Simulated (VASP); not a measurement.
Input of a VASP 6.6.1 run:

File INCAR:

```
PREC     = Accurate       # precision mode
ENCUT    = 500            # plane-wave cutoff, eV
EDIFF    = 1E-6           # SCF threshold, eV
ISMEAR   = -1             # smearing method
SIGMA    = 0.051703999572871064 # smearing width, eV
LREAL    = F              # projectors in reciprocal space
LASPH    = T              # aspherical terms in the spheres
NELM     = 120            # most SCF steps
ALGO     = Normal         # electronic algorithm
ISIF     = 2              # what is computed and relaxed
LWAVE    = F              # write WAVECAR
LCHARG   = F              # write CHGCAR
GGA      = RE             # functional
NBANDS   = 10             # bands
GGA_COMPAT= F
```

File KPOINTS:

```
Automatic mesh
0
Gamma
  6 6 6
```

The input POSCAR:

```
I
1.0
    0.0000000000      2.3656004428      3.9098401324
    2.1922454667      0.0000000000      3.9098401324
    2.1922454667      2.3656004428      0.0000000000
I
1
Direct
    0.6600000000      0.1510000000      0.0540000000
```

Potentials or basis: VASP PAW PBE potentials, release 64 (I).

Command:

```console
$ cat potpaw_PBE.64/I/POTCAR > POTCAR
$ mpirun -np 1 vasp_std > vasp.out
```

Problem. Predict the pressure.

Solution. 1.6 GPa.

Stress tensor (GPa, compression positive):
```
1.50 0.00 0.00
0.00 1.48 0.00
0.00 0.00 1.82
```

Caveat: the PAW data sets were made with another functional, which shifts forces and pressure a little; an odd number of electrons without spin polarisation forces a metal; a magnetic or distorted state may lie lower.
